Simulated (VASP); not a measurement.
# ScAl (Cmcm) in VASP: single point with PBEsol

Aim: the single point of ScAl with PBEsol.

All numbers are computed with VASP 6.6.1; they aren't measurements. Logs are shortened: lines on timing, memory, paths and dates and some standing lists are left out, and cuts for length are marked.

## (1) The cell of the first run

Symmetry: Cmcm, No. 63, orthorhombic system. The conventional cell has a = 4.327 Å, b = 10.500 Å, c = 3.771 Å, α = 90.00°, β = 90.00°, γ = 90.00°. Sc (site symmetry m2m) has 7 Al at 2.92 to 3.16 Å and 8 Sc at 3.41 to 3.77 Å within 3.8 Å. Within 3.4 Å of Al (site symmetry m2m) lie 2 Al at 2.59 Å and 7 Sc at 2.92 to 3.16 Å.

## (2) Single point, PBEsol

File INCAR:

```
  PREC = Accurate
  ENCUT = 520
  EDIFF = 1E-6
  ISMEAR = 0
  SIGMA = 0.1
  LREAL = F
  LASPH = T
  NELM = 100
  ALGO = Fast
  ISIF = 2
  LWAVE = F
  LCHARG = F
  GGA = PS
  NBANDS = 22
```

File KPOINTS:

```
Automatic mesh
0
Gamma
  10 10 12
```

File POSCAR:

```
ScAl
1.0
    2.1633990000     -5.2502190000      0.0000000000
    2.1633990000      5.2502190000      0.0000000000
    0.0000000000      0.0000000000      3.7712920000
Sc Al
2 2
Direct
    0.8646810000      0.1353190000      0.2500000000
    0.1353190000      0.8646810000      0.7500000000
    0.5845050000      0.4154950000      0.2500000000
    0.4154950000      0.5845050000      0.7500000000
```

Potentials or basis: VASP PAW PBE potentials, release 64 (Sc_sv, Al).

Command:

```console
$ cat potpaw_PBE.64/Sc_sv/POTCAR potpaw_PBE.64/Al/POTCAR > POTCAR
$ mpirun -np 1 vasp_std > vasp.out
```

OUTCAR:

```text
PREC = Accurate
   ENCUT = 520
   EDIFF = 1E-6
   ISMEAR = 0
   LREAL = F
   LASPH = T
   NELM = 100
   ISIF = 2
   GGA = PS

 ion  position               nearest neighbor table
   1  0.865  0.135  0.250-   4 2.92   4 2.92   4 2.92   4 2.92   3 2.94   3 3.16   3 3.16   2 3.41
                             2 3.41
   2  0.135  0.865  0.750-   3 2.92   3 2.92   3 2.92   3 2.92   4 2.94   4 3.16   4 3.16   1 3.41
                             1 3.41
   3  0.585  0.415  0.250-   4 2.59   4 2.59   2 2.92   2 2.92   2 2.92   2 2.92   1 2.94   1 3.16
                             1 3.16
   4  0.415  0.585  0.750-   3 2.59   3 2.59   1 2.92   1 2.92   1 2.92   1 2.92   2 2.94   2 3.16
                             2 3.16

  LATTYP: Found a base centered orthorhombic cell.
 ALAT       =     4.3267980000
 B/A-ratio  =     2.4268380451
 C/A-ratio  =     0.8716126799

  Lattice vectors:

 A1 = (   2.1633990000,  -5.2502190000,   0.0000000000)
 A2 = (   2.1633990000,   5.2502190000,   0.0000000000)
 A3 = (   0.0000000000,   0.0000000000,   3.7712920000)

Analysis of symmetry for initial positions (statically):
=====================================================================
 Subroutine PRICEL returns:
 Original cell was already a primitive cell.

 Routine SETGRP: Setting up the symmetry group for a
 base centered orthorhombic supercell.

 Subroutine GETGRP returns: Found  8 space group operations
 (whereof  4 operations were pure point group operations)
 out of a pool of  8 trial point group operations.

The static configuration has the point symmetry C_2h.
 The point group associated with its full space group is D_2h.

Analysis of symmetry for dynamics (positions and initial velocities):
=====================================================================
 Subroutine PRICEL returns:
 Original cell was already a primitive cell.

 Routine SETGRP: Setting up the symmetry group for a
 base centered orthorhombic supercell.

 Subroutine GETGRP returns: Found  8 space group operations
 (whereof  4 operations were pure point group operations)
 out of a pool of  8 trial point group operations.

The dynamic configuration has the point symmetry C_2h.
 The point group associated with its full space group is D_2h.

 Subroutine INISYM returns: Found  8 space group operations
 (whereof  4 operations are pure point group operations),
 and found     1 'primitive' translations

----------------------------------------------------------------------------------------

[... 97 lines left out ...]
   LREAL  =      F    real-space projection
   EDIFFG = 0.1E-04   stopping-criterion for IOM
   NSW    =      0    number of steps for IOM
   IBRION =     -1    ionic relax: 0-MD 1-quasi-New 2-CG
   NFREE  =      0    steps in history (QN), initial steepest desc. (CG)
   ISIF   =      2    stress and relaxation
   ISYM   =      2    0-nonsym 1-usesym 2-fastsym
   POTIM  = 0.5000    time-step for ionic-motion
   TEBEG  =    0.0;   TEEND  =   0.0 temperature during run
   PSTRESS=    0.0 pullay stress
   NELECT =      28.0000    total number of electrons
   NUPDOWN=      -1.0000    fix difference up-down
   EMIN   =  10.00;   EMAX   =-10.00  energy-range for DOS
   EFERMI =   0.00;   METHOD = LEGACY
   ISMEAR =     0;   SIGMA  =   0.10  broadening in eV -4-tet -1-fermi 0-gaus
   EFERMI_NEDOS =   21; number of points for ismear=-14 and -15
   IALGO  =     68    algorithm
   IMIX   =      4    mixing-type and parameters
     AMIX     =   0.40;   BMIX     =  1.00
     AMIX_MAG =   1.60;   BMIX_MAG =  1.00
  volume/ion in A,a.u.               =      21.42       144.53
  Fermi-wavevector in a.u.,A,eV,Ry     =   1.127672  2.130991 17.301767  1.271644
  Thomas-Fermi vector in A             =   2.264359
   LORBIT       =      0    0 simple, 1 ext, 2 COOP (PROOUT), +10 PAW based schemes
   GGA     = PS    functional components
   LHFCALC =     F    Hartree Fock is set to
   AEXX    =    0.0000 exact exchange contribution
   IVDW    =     0    specifies the selected vdW correction
   LEPSILON=     F    determine dielectric tensor
   LRPA    =     F    only Hartree local field effects (RPA)
 non-spin polarized calculation
 RMM-DIIS sequential band-by-band and
 Gauss-broadening in eV      SIGMA  =   0.10
  energy-cutoff  :      520.00
  volume of cell :       85.67
 maximum number of plane-waves:      2328
   NGX = 21   NGY = 21   NGZ = 15

 number of electron      28.0000005 magnetization

 Free energy of the ion-electron system (eV)
  ---------------------------------------------------
  ext. energy  EPLUGINS =         0.00000000
  ---------------------------------------------------
  free energy    TOTEN  =       -22.65638459 eV

  energy without entropy =      -22.63751538  energy(sigma->0) =      -22.64694999

 E-fermi :   4.5098     XC(G=0):  -9.9089

 val. band max:        4.5075634786   @ k =   0.3000   0.0000   0.0833
 cond. band min:       4.5140876619   @ k =   0.5000   0.2000   0.0833
 fundamental gap:      0.0065241834
 Fermi energy:         4.5098455159

 k-point     1 :       0.0000    0.0000    0.0000
  band No.  band energies     occupation
      1     -44.7205      2.00000
      2     -44.7021      2.00000
      3     -23.4952      2.00000
      4     -23.4468      2.00000
      5     -23.4341      2.00000
      6     -23.4067      2.00000
[... 589 lines left out ...]
     21       7.4494      0.00000
     22       8.4771      0.00000

 [... further k-points ...]

------------------------ aborting loop because EDIFF is reached ----------------------------------------

  FORCE on cell =-STRESS in cart. coord.  units (eV):
  Direction    XX          YY          ZZ          XY          YZ          ZX
  --------------------------------------------------------------------------------------
  -------------------------------------------------------------------------------------
  Total       -1.4684272     -0.9049985     -0.8420461      0.0000000      0.0000000      0.0000000
  in kB      -27.4617873    -16.9248278    -15.7475230      0.0000000      0.0000000      0.0000000
  external PRESSURE =     -20.0447127 kB  Pullay stress =       0.0000000 kB

 VOLUME and BASIS-vectors are now :
 -----------------------------------------------------------------------------
  energy-cutoff  :      520.00
  volume of cell :       85.67
      direct lattice vectors                 reciprocal lattice vectors
     2.163399000 -5.250219000  0.000000000     0.231117792 -0.095234123  0.000000000
     2.163399000  5.250219000  0.000000000     0.231117792  0.095234123  0.000000000
     0.000000000  0.000000000  3.771292000     0.000000000  0.000000000  0.265161117

 POSITION                                       TOTAL-FORCE (eV/Angst)
 -----------------------------------------------------------------------------------
      2.16340     -3.82931      0.94282         0.000000      0.002516      0.000000
      2.16340      3.82931      2.82847         0.000000     -0.002516      0.000000
      2.16340     -0.88734      0.94282         0.000000     -0.075160      0.000000
      2.16340      0.88734      2.82847         0.000000      0.075160      0.000000
 -----------------------------------------------------------------------------------
    total drift:                                0.000000     -0.000000      0.000000

  FREE ENERGIE OF THE ION-ELECTRON SYSTEM (eV)
  ---------------------------------------------------
  free  energy   TOTEN  =       -22.6563845937 eV

  energy  without entropy=      -22.6375153841  energy(sigma->0) =      -22.64694999
```

OSZICAR:

```text
N       E                     dE             d eps       ncg     rms          rms(c)
DAV:   1     0.370380053073E+03    0.37038E+03   -0.12582E+04  9620   0.121E+03
DAV:   2    -0.893745717854E-01   -0.37047E+03   -0.36132E+03 12732   0.490E+02
DAV:   3    -0.253928960815E+02   -0.25304E+02   -0.24113E+02 15682   0.143E+02
DAV:   4    -0.260287791182E+02   -0.63588E+00   -0.63046E+00 15664   0.196E+01
DAV:   5    -0.260371582642E+02   -0.83791E-02   -0.83755E-02 15072   0.280E+00    0.952E+00
RMM:   6    -0.225620178118E+02    0.34751E+01   -0.86040E+00 11042   0.243E+01    0.281E+00
RMM:   7    -0.227196475334E+02   -0.15763E+00   -0.53265E+00 13439   0.119E+01    0.167E+00
RMM:   8    -0.226447271255E+02    0.74920E-01   -0.36431E-01 11474   0.625E+00    0.110E+00
RMM:   9    -0.226535614334E+02   -0.88343E-02   -0.20944E-01 15139   0.210E+00    0.236E-01
RMM:  10    -0.226558216164E+02   -0.22602E-02   -0.40028E-02 14445   0.840E-01    0.208E-01
RMM:  11    -0.226562350204E+02   -0.41340E-03   -0.69327E-03 14928   0.456E-01    0.913E-02
RMM:  12    -0.226563354807E+02   -0.10046E-03   -0.18358E-03 14582   0.279E-01    0.453E-02
RMM:  13    -0.226563832343E+02   -0.47754E-04   -0.54359E-04 15504   0.134E-01    0.283E-02
RMM:  14    -0.226563809268E+02    0.23076E-05   -0.14327E-04 13553   0.106E-01    0.104E-02
RMM:  15    -0.226563832647E+02   -0.23379E-05   -0.48389E-05 13525   0.493E-02    0.502E-03
RMM:  16    -0.226563844862E+02   -0.12216E-05   -0.99382E-06 12034   0.198E-02    0.347E-03
RMM:  17    -0.226563845937E+02   -0.10745E-06   -0.35829E-06 10474   0.193E-02
   1 F= -.22656385E+02 E0= -.22646950E+02  d E =-.188692E-01
```

Run time: 8.9 min. Hardware: 1 thread of Oxide Virtual Turin-like, shared host; peak memory 0.44 GiB.

Results:

```
Free energy            : -22.6564 eV
Pressure               : -2.0 GPa
Largest force          : 0.075 eV/Å
Band gap on the k mesh : zero (bands 14 and 15 overlap by 1.12 eV)
```

Forces in eV/Å, atoms in the order of the input:
```
Sc   0.000  0.003  0.000
Sc   0.000 -0.003  0.000
Al   0.000 -0.075  0.000
Al   0.000  0.075  0.000
```

Levels at points of the mesh, in eV from the Fermi level:
```
           k point  band 12  band 13  band 14  band 15  band 16  band 17
(0.00, 0.00, 0.00)    -0.70    -0.28     0.36     0.89     1.04     1.97
(0.50, 0.00, 0.00)    -2.08    -0.36     0.10     1.11     1.21     1.89
(0.50, 0.50, 0.00)    -0.52     0.05     0.39     0.66     1.25     1.54
(0.00, 0.00, 0.50)    -1.07    -0.58    -0.58    -0.35    -0.35     2.57
(0.50, 0.00, 0.50)    -1.72    -0.93    -0.93    -0.11    -0.11     2.15
(0.50, 0.50, 0.50)    -2.64    -0.22    -0.22     0.48     0.48     1.61
```

Caveat: the PAW data sets were made with another functional, which shifts forces and pressure a little.
